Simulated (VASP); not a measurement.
BeS:

```
S Be
1.0
     0.00000    2.39223    2.39223
     2.39223    0.00000    2.39223
     2.39223    2.39223    0.00000
S Be
1 1
Direct
  0.75000 0.75000 0.75000
  0.00000 0.00000 0.00000
```

Base run:

| Quantity | Value |
| --- | --- |
| Program | VASP 6.6.1 |
| Functional | LDA |
| Potentials or basis | VASP PAW LDA potentials, release 64 (S, Be) |
| Cutoff | 520 eV |
| k mesh | 9 × 9 × 9 |
| Occupations | fermi-dirac, width 0.05 eV |
| Spin | no spin polarisation |

Its results: band gap on the k mesh 2.92 eV (least direct gap 5.52 eV); pressure 0.8 GPa.

Q: The run is repeated on the same cell with these changes: functional from LDA to PBE; potentials or basis from VASP PAW LDA potentials, release 64 (S, Be) to VASP PAW PBE potentials, release 64 (S, Be). What comes out?

A: Band gap on the k mesh 3.11 eV (least direct gap 5.65 eV); pressure 5.9 GPa.

Caveats: an odd mesh through Γ misses points on the zone boundary, where band edges can lie; the cell stands under pressure (at least some runs).
